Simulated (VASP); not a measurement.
MgO:

```xyz
2
Lattice="0.0000 2.0970 2.0970 2.0970 0.0000 2.0970 2.0970 2.0970 0.0000" Properties=species:S:1:pos:R:3 pbc="T T T"
Mg    0.0000    0.0000    0.0000
O     2.0970    2.0970    2.0970
```

Program: VASP 6.6.1. Alike in all runs: task single point; potentials or basis VASP PAW PBE potentials, release 64 (Mg, O); no spin polarisation; cell as given.

Order these runs on this cell by their pressure, lowest first.
A. level PBEsol; k mesh 6 × 6 × 6; cutoff (eV) 520; smearing fermi-dirac 0.05 eV
B. level r2SCAN; k mesh 11 × 11 × 11; cutoff (eV) 660; smearing fermi-dirac 0.05 eV
C. level revPBE; k mesh 6 × 6 × 6; cutoff (eV) 520; smearing fermi-dirac 0.05 eV
D. level r2SCAN50; k mesh 6 × 6 × 6; cutoff (eV) 520; smearing fermi-dirac 0.05 eV; grid for exact exchange (PRECFOCK) Normal
E. level PBE; k mesh 6 × 6 × 6; cutoff (eV) 520; smearing fermi-dirac 0.04 eV

D (-5.9 GPa), B (-0.2 GPa), A (1.9 GPa), E (6.2 GPa), C (9.9 GPa).

Caveats: some runs use coarse meshes; the PAW data sets were made with another functional, which shifts forces and pressure a little (some runs).
